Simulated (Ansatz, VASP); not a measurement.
## CsMgF3: VASP beside Ansatz

The input INCAR:

```
ALGO     = Normal         # electronic algorithm
EDIFF    = 1E-6           # SCF threshold, eV
ENCUT    = 520            # plane-wave cutoff, eV
ISIF     = 2              # what is computed and relaxed
ISMEAR   = 0              # smearing method
LASPH    = T              # aspherical terms in the spheres
LCHARG   = F              # write CHGCAR
LREAL    = F              # projectors in reciprocal space
LWAVE    = F              # write WAVECAR
NBANDS   = 24             # bands
NELM     = 60             # most SCF steps
PREC     = Accurate       # precision mode
SIGMA    = 0.05           # smearing width, eV
```

Contents of KPOINTS:

```
k-points
0
Gamma
  6 6 6
```

POSCAR

```
CsMgF3
1.0
    4.2523070000      0.0000000000      0.0000000000
    0.0000000000      4.2523070000      0.0000000000
    0.0000000000      0.0000000000      4.2523070000
Cs Mg F
1 1 3
Direct
    0.0000000000      0.0000000000      0.0000000000
    0.5000000000      0.5000000000      0.5000000000
    0.0000000000      0.4958428050      0.4958428050
    0.5000000000     -0.0041571950      0.4958428050
    0.5000000000      0.4958428050     -0.0041571950
```

Input for Ansatz:

```yaml
crystal:
  lattice:
    - [4.252307, 0.0, 0.0]
    - [0.0, 4.252307, 0.0]
    - [0.0, 0.0, 4.252307]
  atoms:
    - { symbol: Cs, position: [0.0, 0.0, 0.0] }
    - { symbol: Mg, position: [0.5, 0.5, 0.5] }
    - { symbol: F, position: [0.0, 0.495842805, 0.495842805] }
    - { symbol: F, position: [0.5, -0.004157195, 0.495842805] }
    - { symbol: F, position: [0.5, 0.495842805, -0.004157195] }
basis:
  ecutwfc: 420
kpoints:
  mp_grid: { grid: [6, 6, 6] }
hamiltonian:
  xc: lda
scf:
  occupations: { method: gaussian, width: 0.05 }
output:
  forces: true
  stress: true
  eigenvalues: true
```

Change from the starting cell: all F atoms moved +0.025 Å, as atom 3 towards its neighbour atom 1 (Cs) at 3.007 Å.

Alike in both runs: task single point; functional LDA; k mesh 6 × 6 × 6; occupations gaussian, width 0.05 eV; no spin polarisation.

|  | VASP | Ansatz |
| --- | --- | --- |
| version | VASP 6.6.1 | Ansatz 0.2.0 |
| potentials or method | VASP PAW LDA potentials, release 64 (Cs_sv, Mg, F), cutoff 520 eV | scalar-relativistic, plane waves, PAW |
| valence electrons in the cell | 32 | 40 |

|  | VASP | Ansatz | Ansatz less VASP |
| --- | --- | --- | --- |
| gap on the k mesh at the Fermi level (eV) | 6.35 | 6.38 | +0.031 |
| least direct gap on the mesh (eV) | 6.35 | 6.38 | +0.031 |
| pressure (GPa) | -7.3 | -6.8 | +0.50 |
| rms of the force components (eV/Å) | 0.026 | 0.025 | -0.0006 |

LDA's correlation is that of Perdew and Zunger in VASP and of Perdew and Wang (1992) in Ansatz. Atom by atom the forces differ by 0.001 eV/Å (rms over components). VASP's potentials hold 32 valence electrons a cell and Ansatz's 40, so a difference there can come from the potentials and not from the codes.

Neither program's run includes spin-orbit coupling.
